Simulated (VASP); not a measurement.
# Ti (Im-3m) in VASP: a series of runs

Runs on Ti. Level: PBEsol. Tasks: single point.

Program: VASP 6.6.1. These are calculated values, not measurements. Logs are shortened: lines on timing, memory, paths and dates and some standing lists are left out, and cuts for length are marked.

**1. The cell of the first run**

The structure is cubic, space group Im-3m (No. 229). Conventional cell: a = 3.210 Å, b = 3.210 Å, c = 3.210 Å, α = 90.00°, β = 90.00°, γ = 90.00°. Ti (site symmetry m-3m) has 14 Ti at 2.78 to 3.21 Å within 3.7 Å.

This isn't the form of Ti at room conditions, which is hcp.

**2. Single point, PBEsol, collinear spin (16.54 Å³/atom)**

INCAR reads:

```
ALGO = Fast ; EDIFF = 1E-6
ENCUT = 520 ; GGA = PS
ISIF = 2 ; ISMEAR = 0
ISPIN = 2 ; LASPH = T
LCHARG = F ; LMAXMIX = 4
LORBIT = 11 ; LREAL = F
LWAVE = F ; MAGMOM = 0.75
NBANDS = 16 ; NELM = 150
NUPDOWN = 0.75 ; PREC = Accurate
SIGMA = 0.15
```

KPOINTS reads:

```
k-points
0
Gamma
  22 22 22
```

POSCAR reads:

```
Ti
1.0
   -1.6051145456      1.6051145456      1.6051145456
    1.6051145456     -1.6051145456      1.6051145456
    1.6051145456      1.6051145456     -1.6051145456
Ti
1
Direct
    0.0000000000      0.0000000000      0.0000000000
```

Potentials or basis: VASP PAW PBE potentials, release 64 (Ti_sv).

Run with:

```
cat potpaw_PBE.64/Ti_sv/POTCAR > POTCAR
mpirun -np 1 vasp_std > vasp.out
```

OUTCAR:

```text
EDIFF = 1E-6
   ENCUT = 520
   GGA = PS
   ISIF = 2
   ISMEAR = 0
   ISPIN = 2
   LASPH = T
   LORBIT = 11
   LREAL = F
   NELM = 150
   NUPDOWN = 0.75
   PREC = Accurate

 ion  position               nearest neighbor table
   1  0.000  0.000  0.000-

  LATTYP: Found a body centered cubic cell.
 ALAT       =     3.2102290912

  Lattice vectors:

 A1 = (  -1.6051145456,   1.6051145456,   1.6051145456)
 A2 = (   1.6051145456,  -1.6051145456,   1.6051145456)
 A3 = (   1.6051145456,   1.6051145456,  -1.6051145456)

Analysis of symmetry for initial positions (statically):
=====================================================================
 Subroutine PRICEL returns:
 Original cell was already a primitive cell.

 Routine SETGRP: Setting up the symmetry group for a
 body centered cubic supercell.

 Subroutine GETGRP returns: Found 48 space group operations
 (whereof 48 operations were pure point group operations)
 out of a pool of 48 trial point group operations.

The static configuration has the point symmetry O_h .

Analysis of symmetry for dynamics (positions and initial velocities):
=====================================================================
 Subroutine PRICEL returns:
 Original cell was already a primitive cell.

 Routine SETGRP: Setting up the symmetry group for a
 body centered cubic supercell.

 Subroutine GETGRP returns: Found 48 space group operations
 (whereof 48 operations were pure point group operations)
 out of a pool of 48 trial point group operations.

The dynamic configuration has the point symmetry O_h .

Analysis of structural, dynamic, and magnetic symmetry:
=====================================================================
 Subroutine PRICEL returns:
 Original cell was already a primitive cell.

 Routine SETGRP: Setting up the symmetry group for a
 body centered cubic supercell.

 Subroutine GETGRP returns: Found 48 space group operations
 (whereof 48 operations were pure point group operations)
 out of a pool of 48 trial point group operations.

The overall configuration has the point symmetry O_h .

 Subroutine INISYM returns: Found 48 space group operations
 (whereof 48 operations are pure point group operations),
 and found     1 'primitive' translations

----------------------------------------------------------------------------------------

                                     Primitive cell

  volume of cell :      16.5416

  direct lattice vectors                    reciprocal lattice vectors
    -1.605114546  1.605114546  1.605114546     0.000000000  0.311504248  0.311504248
     1.605114546 -1.605114546  1.605114546     0.311504248  0.000000000  0.311504248
     1.605114546  1.605114546 -1.605114546     0.311504248  0.311504248  0.000000000

  length of vectors
     2.780139945  2.780139945  2.780139945     0.440533533  0.440533533  0.440533533

  position of ions in fractional coordinates (direct lattice)
     0.000000000  0.000000000  0.000000000

  ion indices of the primitive-cell ions
   primitive index   ion index
                 1           1

----------------------------------------------------------------------------------------

 KPOINTS: k-points

Automatic generation of k-mesh.
 Grid dimensions read from file:
 generate k-points for:   22   22   22

 Generating k-lattice:

  Cartesian coordinates                     Fractional coordinates (reciprocal lattice)
     0.000000000  0.014159284  0.014159284     0.045454545  0.000000000  0.000000000
     0.014159284  0.000000000  0.014159284     0.000000000  0.045454545  0.000000000
     0.014159284  0.014159284  0.000000000     0.000000000  0.000000000  0.045454545

  Length of vectors
     0.020024251  0.020024251  0.020024251

  Shift w.r.t. Gamma in fractional coordinates (k-lattice)
     0.000000000  0.000000000  0.000000000

 Subroutine IBZKPT returns following result:
 ===========================================

 Found    328 irreducible k-points:

 Following reciprocal coordinates:
            Coordinates               Weight
  0.000000  0.000000  0.000000      1.000000
  0.045455  0.000000  0.000000     12.000000
  0.090909  0.000000  0.000000     12.000000
  0.136364  0.000000  0.000000     12.000000
  0.181818  0.000000  0.000000     12.000000
  0.227273  0.000000  0.000000     12.000000
[... 16 lines left out ...]
  0.090909  0.090909  0.000000     24.000000
  0.136364  0.090909  0.000000     48.000000
 [... further k-points ...]
   k-points           NKPTS =    328   k-points in BZ     NKDIM =    328   number of bands    NBANDS=     16
   number of dos      NEDOS =    301   number of ions     NIONS =      1
   total plane-waves  NPLWV =  13824
   dimension x,y,z NGX =    24 NGY =   24 NGZ =   24
   dimension x,y,z NGXF=    48 NGYF=   48 NGZF=   48
   ions per type =               1
   NGX,Y,Z   is equivalent  to a cutoff of  14.35, 14.35, 14.35 a.u.
   NGXF,Y,Z  is equivalent  to a cutoff of  28.70, 28.70, 28.70 a.u.
 SYSTEM =  unknown system
   PREC   = accura    normal or accurate (medium, high low for compatibility)
   ISTART =      0    job   : 0-new  1-cont  2-samecut
   ICHARG =      2    charge: 1-file 2-atom 10-const
   ISPIN  =      2    spin polarized calculation?
   LNONCOLLINEAR =      F non collinear calculations
   LSORBIT =      F    spin-orbit coupling
   LASPH  =      T    aspherical Exc in radial PAW
   ENCUT  =  520.0 eV  38.22 Ry    6.18 a.u.   5.17  5.17  5.17*2*pi/ulx,y,z
   NELM   =    150;   NELMIN=  2; NELMDL= -5     # of ELM steps
   EDIFF  = 0.1E-05   stopping-criterion for ELM
   LREAL  =      F    real-space projection
   EDIFFG = 0.1E-04   stopping-criterion for IOM
   NSW    =      0    number of steps for IOM
   IBRION =     -1    ionic relax: 0-MD 1-quasi-New 2-CG
   NFREE  =      0    steps in history (QN), initial steepest desc. (CG)
   ISIF   =      2    stress and relaxation
   ISYM   =      2    0-nonsym 1-usesym 2-fastsym
   POTIM  = 0.5000    time-step for ionic-motion
   TEBEG  =    0.0;   TEEND  =   0.0 temperature during run
   PSTRESS=    0.0 pullay stress
   NELECT =      12.0000    total number of electrons
   NUPDOWN=       0.7500    fix difference up-down
   EMIN   =  10.00;   EMAX   =-10.00  energy-range for DOS
   EFERMI =   0.00;   METHOD = LEGACY
   ISMEAR =     0;   SIGMA  =   0.15  broadening in eV -4-tet -1-fermi 0-gaus
   EFERMI_NEDOS =   21; number of points for ismear=-14 and -15
   IALGO  =     68    algorithm
   IMIX   =      4    mixing-type and parameters
     AMIX     =   0.40;   BMIX     =  1.00
     AMIX_MAG =   1.60;   BMIX_MAG =  1.00
  volume/ion in A,a.u.               =      16.54       111.63
  Fermi-wavevector in a.u.,A,eV,Ry     =   1.470988  2.779765 29.440376  2.163807
  Thomas-Fermi vector in A             =   2.586179
   LORBIT       =     11    0 simple, 1 ext, 2 COOP (PROOUT), +10 PAW based schemes
   GGA     = PS    functional components
   LHFCALC =     F    Hartree Fock is set to
   AEXX    =    0.0000 exact exchange contribution
   IVDW    =     0    specifies the selected vdW correction
   LEPSILON=     F    determine dielectric tensor
   LRPA    =     F    only Hartree local field effects (RPA)
 spin polarized calculation
 RMM-DIIS sequential band-by-band and
 Gauss-broadening in eV      SIGMA  =   0.15
  energy-cutoff  :      520.00
  volume of cell :       16.54
 maximum number of plane-waves:       466
 NGX is ok and might be reduce to    24
   NGX = 11   NGY = 11   NGZ = 11

 number of electron      12.0000000 magnetization       0.7500000

 Free energy of the ion-electron system (eV)
  ---------------------------------------------------
  ext. energy  EPLUGINS =         0.00000000
  ---------------------------------------------------
  free energy    TOTEN  =        -8.22439516 eV

  energy without entropy =       -8.19924507  energy(sigma->0) =       -8.21182011

 E-fermi :   8.4238     XC(G=0): -11.8544

 val. band max:        8.5319906187   @ k =  -0.3182   0.3182   0.0455
 cond. band min:       8.4246236933   @ k =   0.2727   0.1818   0.1818
 fundamental gap:     -0.1073669254
 Fermi energy:         8.5386793354

 spin component 1

 k-point     1 :       0.0000    0.0000    0.0000
  band No.  band energies     occupation
      1     -47.9485      1.00000
      2     -23.8377      1.00000
      3     -23.8377      1.00000
      4     -23.8377      1.00000
      5       2.1490      1.00000
      6       9.2088      0.00000
[... 8 lines left out ...]
     15      32.4337      0.00000
     16      36.3780      0.00000
[... 419 lines left out ...]
 k-point    24 :       0.1364    0.0909    0.0000
  band No.  band energies     occupation
      1     -47.8932      1.00000
      2     -24.1154      1.00000
      3     -23.9092      1.00000
      4     -23.8591      1.00000
      5       3.4624      1.00000
      6       8.7072      0.05607
[... 8 lines left out ...]
     15      31.0135      0.00000
     16      33.3847      0.00000

 [... further k-points ...]

 spin component 2

 k-point     1 :       0.0000    0.0000    0.0000
  band No.  band energies     occupation
      1     -47.4904      1.00000
      2     -23.3784      1.00000
      3     -23.3784      1.00000
      4     -23.3784      1.00000
      5       2.7080      1.00000
      6       9.8159      0.00000
[... 8 lines left out ...]
     15      32.8351      0.00000
     16      36.8775      0.00000
[... 419 lines left out ...]
 k-point    24 :       0.1364    0.0909    0.0000
  band No.  band energies     occupation
      1     -47.4356      1.00000
      2     -23.6528      1.00000
      3     -23.4489      1.00000
      4     -23.3997      1.00000
      5       4.0197      1.00000
      6       9.3093      0.00000
[... 8 lines left out ...]
     15      31.4996      0.00000
     16      33.9872      0.00000

 [... further k-points ...]

------------------------ aborting loop because EDIFF is reached ----------------------------------------

  FORCE on cell =-STRESS in cart. coord.  units (eV):
  Direction    XX          YY          ZZ          XY          YZ          ZX
  --------------------------------------------------------------------------------------
  -------------------------------------------------------------------------------------
  Total        0.1301759      0.1301759      0.1301759     -0.0000000     -0.0000000      0.0000000
  in kB       12.6084873     12.6084873     12.6084873     -0.0000000     -0.0000000      0.0000000
  external PRESSURE =      12.6084873 kB  Pullay stress =       0.0000000 kB

 VOLUME and BASIS-vectors are now :
 -----------------------------------------------------------------------------
  energy-cutoff  :      520.00
  volume of cell :       16.54
      direct lattice vectors                 reciprocal lattice vectors
    -1.605114546  1.605114546  1.605114546     0.000000000  0.311504248  0.311504248
     1.605114546 -1.605114546  1.605114546     0.311504248  0.000000000  0.311504248
     1.605114546  1.605114546 -1.605114546     0.311504248  0.311504248  0.000000000

 POSITION                                       TOTAL-FORCE (eV/Angst)
 -----------------------------------------------------------------------------------
      0.00000      0.00000      0.00000         0.000000      0.000000      0.000000
 -----------------------------------------------------------------------------------
    total drift:                                0.000000      0.000000      0.000000

  FREE ENERGIE OF THE ION-ELECTRON SYSTEM (eV)
  ---------------------------------------------------
  free  energy   TOTEN  =        -8.2243951592 eV

  energy  without entropy=       -8.1992450692  energy(sigma->0) =       -8.21182011

 total charge

# of ion       s       p       d       tot
------------------------------------------
    1        2.255   6.123   1.950  10.328

 magnetization (x)

# of ion       s       p       d       tot
------------------------------------------
    1        0.005   0.047   0.480   0.531
```

It took 82 s on 1 thread of Intel Xeon 6975P-C (Granite Rapids), shared host; peak memory 0.24 GiB.

Results:

```yaml
Free_energy: -8.2244 eV
Pressure: 1.3 GPa
Net_moment: 0.75 μB per cell
Site_moments: Ti +0.53 μB
Valence_electrons_inside_the_program's_atomic_spheres: Ti 10.33
```

Caveat: the PAW data sets were made with another functional, which shifts forces and pressure a little; the total moment is fixed, so each spin has its own Fermi level and the state may be an excited one.

**3. Single point, PBEsol, collinear spin (16.54 Å³/atom)**

INCAR reads:

```
SYSTEM = Ti
PREC = Accurate
ENCUT = 520
EDIFF = 1E-7
ISMEAR = 0
SIGMA = 0.15
LREAL = .False.
LASPH = .True.
NELM = 150
ALGO = Fast
ISIF = 2
LWAVE = .False.
LCHARG = .False.
ISPIN = 2
MAGMOM = 0.375
LORBIT = 11
NUPDOWN = 0.375
LMAXMIX = 4
GGA = PS
NBANDS = 16
```

KPOINTS reads:

```
regular mesh
0
Gamma
  22 22 22
  0 0 0
```

POSCAR is that of step 2.

Potentials or basis: VASP PAW PBE potentials, release 64 (Ti_sv).

Run with:

```
cat potpaw_PBE.64/Ti_sv/POTCAR > POTCAR
mpirun -np 1 vasp_std > vasp.out
```

Run time: 1.7 min. Hardware: 1 thread of Intel Xeon 6975P-C (Granite Rapids), shared host; peak memory 0.25 GiB.

The run converged. Its results:

| Quantity | Value |
| --- | --- |
| Free energy | -8.2413 eV |
| Pressure | 0.2 GPa |
| Net moment | 0.38 μB per cell |
| Site moments | Ti +0.27 μB |
| Valence electrons inside the program's atomic spheres | Ti 10.33 |

Caveat: the PAW data sets were made with another functional, which shifts forces and pressure a little; the total moment is fixed, so each spin has its own Fermi level and the state may be an excited one.
